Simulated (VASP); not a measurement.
# InAs (Fm-3m) in VASP: single point with PBE

Aim: the single point of InAs with PBE.

Program: VASP 6.6.1. These are calculated values, not measurements. Logs are shortened: lines on timing, memory, paths and dates and some standing lists are left out, and cuts for length are marked.

### 1 The cell of the first run

The structure is cubic, space group Fm-3m (No. 225). Conventional cell: a = 5.683 Å, b = 5.683 Å, c = 5.683 Å, α = 90.00°, β = 90.00°, γ = 90.00°. In (site symmetry m-3m) has 6 As at 2.84 Å within 3.7 Å. Within 3.7 Å of As (site symmetry m-3m) lie 6 In at 2.84 Å.

### 2 Single point, PBE

Contents of INCAR:

```
SYSTEM = InAs
ALGO = Normal
EDIFF = 1E-6
ENCUT = 500
GGA = PE
GGA_COMPAT = .FALSE.
ISIF = 2
ISMEAR = -1
LASPH = .TRUE.
LCHARG = .TRUE.
LELF = .TRUE.
LREAL = .FALSE.
LVHAR = .TRUE.
LWAVE = .FALSE.
NBANDS = 16
NELM = 120
PREC = Accurate
SIGMA = 0.02
```

Contents of KPOINTS:

```
k-points
0
G
  8 8 8
  0 0 0
```

Contents of POSCAR:

```
InAs
1.0
    0.0000000000      2.8414336507      2.8414336507
    2.8414336507      0.0000000000      2.8414336507
    2.8414336507      2.8414336507      0.0000000000
In As
1 1
Direct
    0.0000000000      0.0000000000      0.0000000000
    0.5000000000      0.5000000000      0.5000000000
```

Potentials or basis: VASP PAW PBE potentials, release 64 (In_d, As).

On the command line:

```
> cat potpaw_PBE.64/In_d/POTCAR potpaw_PBE.64/As/POTCAR > POTCAR
> mpirun -np 1 vasp_std > vasp.out
```

OUTCAR:

```text
SYSTEM = InAs
   EDIFF = 1E-6
   ENCUT = 500
   GGA = PE
   ISIF = 2
   ISMEAR = -1
   LASPH = .TRUE.
   LREAL = .FALSE.
   NELM = 120
   PREC = Accurate

 ion  position               nearest neighbor table
   1  0.000  0.000  0.000-   2 2.84   2 2.84   2 2.84   2 2.84   2 2.84   2 2.84
   2  0.500  0.500  0.500-   1 2.84   1 2.84   1 2.84   1 2.84   1 2.84   1 2.84

  LATTYP: Found a face centered cubic cell.
 ALAT       =     5.6828673014

  Lattice vectors:

 A1 = (   0.0000000000,   2.8414336507,   2.8414336507)
 A2 = (   2.8414336507,   0.0000000000,   2.8414336507)
 A3 = (   2.8414336507,   2.8414336507,   0.0000000000)

Analysis of symmetry for initial positions (statically):
=====================================================================
 Subroutine PRICEL returns:
 Original cell was already a primitive cell.

 Routine SETGRP: Setting up the symmetry group for a
 face centered cubic supercell.

 Subroutine GETGRP returns: Found 48 space group operations
 (whereof 48 operations were pure point group operations)
 out of a pool of 48 trial point group operations.

The static configuration has the point symmetry O_h .

Analysis of symmetry for dynamics (positions and initial velocities):
=====================================================================
 Subroutine PRICEL returns:
 Original cell was already a primitive cell.

 Routine SETGRP: Setting up the symmetry group for a
 face centered cubic supercell.

 Subroutine GETGRP returns: Found 48 space group operations
 (whereof 48 operations were pure point group operations)
 out of a pool of 48 trial point group operations.

The dynamic configuration has the point symmetry O_h .

 Subroutine INISYM returns: Found 48 space group operations
 (whereof 48 operations are pure point group operations),
 and found     1 'primitive' translations

----------------------------------------------------------------------------------------

                                     Primitive cell

  volume of cell :      45.8820

  direct lattice vectors                    reciprocal lattice vectors
     0.000000000  2.841433651  2.841433651    -0.175967508  0.175967508  0.175967508
     2.841433651  0.000000000  2.841433651     0.175967508 -0.175967508  0.175967508
     2.841433651  2.841433651  0.000000000     0.175967508  0.175967508 -0.175967508

  length of vectors
     4.018394005  4.018394005  4.018394005     0.304784665  0.304784665  0.304784665

  position of ions in fractional coordinates (direct lattice)
     0.000000000  0.000000000  0.000000000
     0.500000000  0.500000000  0.500000000

  ion indices of the primitive-cell ions
   primitive index   ion index
                 1           1
                 2           2

----------------------------------------------------------------------------------------

 KPOINTS: k-points

Automatic generation of k-mesh.
 Grid dimensions read from file:
 generate k-points for:    8    8    8

 Generating k-lattice:

  Cartesian coordinates                     Fractional coordinates (reciprocal lattice)
    -0.021995939  0.021995939  0.021995939     0.125000000  0.000000000  0.000000000
     0.021995939 -0.021995939  0.021995939     0.000000000  0.125000000  0.000000000
     0.021995939  0.021995939 -0.021995939     0.000000000  0.000000000  0.125000000

  Length of vectors
     0.038098083  0.038098083  0.038098083

  Shift w.r.t. Gamma in fractional coordinates (k-lattice)
     0.000000000  0.000000000  0.000000000

 Subroutine IBZKPT returns following result:
 ===========================================

 Found     29 irreducible k-points:

 Following reciprocal coordinates:
            Coordinates               Weight
  0.000000  0.000000  0.000000      1.000000
  0.125000  0.000000  0.000000      8.000000
  0.250000  0.000000  0.000000      8.000000
  0.375000  0.000000  0.000000      8.000000
  0.500000  0.000000  0.000000      4.000000
  0.125000  0.125000  0.000000      6.000000
[... 16 lines left out ...]
  0.500000  0.250000  0.125000     48.000000
 -0.375000  0.250000  0.125000     24.000000
 [... further k-points ...]
   k-points           NKPTS =     29   k-points in BZ     NKDIM =     29   number of bands    NBANDS=     16
   number of dos      NEDOS =    301   number of ions     NIONS =      2
   total plane-waves  NPLWV =  27000
   dimension x,y,z NGX =    30 NGY =   30 NGZ =   30
   dimension x,y,z NGXF=    60 NGYF=   60 NGZF=   60
   ions per type =               1   1
   NGX,Y,Z   is equivalent  to a cutoff of  12.41, 12.41, 12.41 a.u.
   NGXF,Y,Z  is equivalent  to a cutoff of  24.82, 24.82, 24.82 a.u.
 SYSTEM =  InAs
   PREC   = accura    normal or accurate (medium, high low for compatibility)
   ISTART =      0    job   : 0-new  1-cont  2-samecut
   ICHARG =      2    charge: 1-file 2-atom 10-const
   ISPIN  =      1    spin polarized calculation?
   LNONCOLLINEAR =      F non collinear calculations
   LSORBIT =      F    spin-orbit coupling
   LASPH  =      T    aspherical Exc in radial PAW
   ENCUT  =  500.0 eV  36.75 Ry    6.06 a.u.   7.33  7.33  7.33*2*pi/ulx,y,z
   NELM   =    120;   NELMIN=  2; NELMDL= -5     # of ELM steps
   EDIFF  = 0.1E-05   stopping-criterion for ELM
   LREAL  =      F    real-space projection
   EDIFFG = 0.1E-04   stopping-criterion for IOM
   NSW    =      0    number of steps for IOM
   IBRION =     -1    ionic relax: 0-MD 1-quasi-New 2-CG
   NFREE  =      0    steps in history (QN), initial steepest desc. (CG)
   ISIF   =      2    stress and relaxation
   ISYM   =      2    0-nonsym 1-usesym 2-fastsym
   POTIM  = 0.5000    time-step for ionic-motion
   TEBEG  =    0.0;   TEEND  =   0.0 temperature during run
   PSTRESS=    0.0 pullay stress
   NELECT =      18.0000    total number of electrons
   NUPDOWN=      -1.0000    fix difference up-down
   EMIN   =  10.00;   EMAX   =-10.00  energy-range for DOS
   EFERMI =   0.00;   METHOD = LEGACY
   ISMEAR =    -1;   SIGMA  =   0.02  broadening in eV -4-tet -1-fermi 0-gaus
   EFERMI_NEDOS =   21; number of points for ismear=-14 and -15
   IALGO  =     38    algorithm
   IMIX   =      4    mixing-type and parameters
     AMIX     =   0.40;   BMIX     =  1.00
     AMIX_MAG =   1.60;   BMIX_MAG =  1.00
  volume/ion in A,a.u.               =      22.94       154.81
  Fermi-wavevector in a.u.,A,eV,Ry     =   1.198445  2.264733 19.541649  1.436271
  Thomas-Fermi vector in A             =   2.334334
   LORBIT       =      0    0 simple, 1 ext, 2 COOP (PROOUT), +10 PAW based schemes
   GGA     = PE    functional components
   LHFCALC =     F    Hartree Fock is set to
   AEXX    =    0.0000 exact exchange contribution
   IVDW    =     0    specifies the selected vdW correction
   LEPSILON=     F    determine dielectric tensor
   LRPA    =     F    only Hartree local field effects (RPA)
 non-spin polarized calculation
  energy-cutoff  :      500.00
  volume of cell :       45.88
 maximum number of plane-waves:      1211
 NGX is ok and might be reduce to    30
   NGX = 15   NGY = 15   NGZ = 15

 number of electron      17.9999990 magnetization

 Free energy of the ion-electron system (eV)
  ---------------------------------------------------
  ext. energy  EPLUGINS =         0.00000000
  ---------------------------------------------------
  free energy    TOTEN  =        -7.30096679 eV

  energy without entropy =       -7.29931098  energy(sigma->0) =       -7.30013888

 E-fermi :   6.3426     XC(G=0): -10.2700

 val. band max:        6.2931855833   @ k =   0.3750   0.2500   0.0000
 cond. band min:       6.3750940918   @ k =  -0.3750   0.1250   0.0000
 fundamental gap:      0.0819085085
 Fermi energy:         6.3426384408

 k-point     1 :       0.0000    0.0000    0.0000
  band No.  band energies     occupation
      1      -7.9968      2.00000
      2      -7.9968      2.00000
      3      -7.9738      2.00000
      4      -7.9738      2.00000
      5      -7.9738      2.00000
      6      -6.0206      2.00000
[... 8 lines left out ...]
     15      14.0385      0.00000
     16      14.0385      0.00000

 k-point     2 :       0.1250    0.0000    0.0000
  band No.  band energies     occupation
      1      -8.0040      2.00000
      2      -8.0040      2.00000
      3      -7.9743      2.00000
      4      -7.9660      2.00000
      5      -7.9660      2.00000
      6      -5.8443      2.00000
[... 8 lines left out ...]
     15      14.1115      0.00000
     16      14.1115      0.00000

 k-point     3 :       0.2500    0.0000    0.0000
  band No.  band energies     occupation
      1      -8.0243      2.00000
      2      -8.0243      2.00000
      3      -7.9768      2.00000
      4      -7.9439      2.00000
      5      -7.9439      2.00000
      6      -5.3422      2.00000
[... 8 lines left out ...]
     15      15.1594      0.00000
     16      15.1594      0.00000

 k-point     4 :       0.3750    0.0000    0.0000
  band No.  band energies     occupation
      1      -8.0453      2.00000
      2      -8.0453      2.00000
      3      -7.9806      2.00000
      4      -7.9209      2.00000
      5      -7.9209      2.00000
      6      -4.6505      2.00000
[... 8 lines left out ...]
     15      16.7939      0.00000
     16      16.7939      0.00000
[... 324 lines left out ...]
 k-point    22 :       0.3750    0.2500    0.1250
  band No.  band energies     occupation
      1      -8.0992      2.00000
      2      -8.0043      2.00000
      3      -7.9830      2.00000
      4      -7.9323      2.00000
      5      -7.9296      2.00000
      6      -4.8539      2.00000
[... 8 lines left out ...]
     15      16.9665      0.00000
     16      18.0317      0.00000

 k-point    23 :       0.5000    0.2500    0.1250
  band No.  band energies     occupation
      1      -8.1285      2.00000
      2      -8.0207      2.00000
      3      -7.9729      2.00000
      4      -7.9315      2.00000
      5      -7.9124      2.00000
      6      -4.1768      2.00000
[... 8 lines left out ...]
     15      17.5074      0.00000
     16      18.4237      0.00000

 k-point    24 :      -0.3750    0.2500    0.1250
  band No.  band energies     occupation
      1      -8.1384      2.00000
      2      -8.0290      2.00000
      3      -7.9634      2.00000
      4      -7.9373      2.00000
      5      -7.9043      2.00000
      6      -3.7965      2.00000
[... 8 lines left out ...]
     15      16.1432      0.00000
     16      19.3473      0.00000

 [... further k-points ...]
[... 5 lines left out ...]
  --------------------------------------------------------------------------------------
  -------------------------------------------------------------------------------------
  Total        0.7251706      0.7251706      0.7251706     -0.0000000     -0.0000000      0.0000000
  in kB       25.3225947     25.3225947     25.3225947     -0.0000000     -0.0000000      0.0000000
  external PRESSURE =      25.3225947 kB  Pullay stress =       0.0000000 kB

 VOLUME and BASIS-vectors are now :
 -----------------------------------------------------------------------------
  energy-cutoff  :      500.00
  volume of cell :       45.88
      direct lattice vectors                 reciprocal lattice vectors
     0.000000000  2.841433651  2.841433651    -0.175967508  0.175967508  0.175967508
     2.841433651  0.000000000  2.841433651     0.175967508 -0.175967508  0.175967508
     2.841433651  2.841433651  0.000000000     0.175967508  0.175967508 -0.175967508

 POSITION                                       TOTAL-FORCE (eV/Angst)
 -----------------------------------------------------------------------------------
      0.00000      0.00000      0.00000         0.000000      0.000000      0.000000
      2.84143      2.84143      2.84143         0.000000      0.000000      0.000000
 -----------------------------------------------------------------------------------
    total drift:                               -0.000000      0.000000      0.000000

  FREE ENERGIE OF THE ION-ELECTRON SYSTEM (eV)
  ---------------------------------------------------
  free  energy   TOTEN  =        -7.3009667888 eV

  energy  without entropy=       -7.2993109764  energy(sigma->0) =       -7.30013888
```

It took 34 s on 1 thread of Intel Xeon 8259CL, shared host; peak memory 0.17 GiB.

Results:

```yaml
Free_energy: -7.3010 eV
Pressure: 2.5 GPa
Band_gap_on_the_k_mesh: zero (bands 9 and 10 overlap by 2.70 eV)
```

Caveat: the structure was generated, so it needn't be the stable form of InAs; spin-orbit coupling is left out, which moves the levels of the heavy elements.

The gap in the log of VASP goes by the Fermi energy; the results here count the filled bands.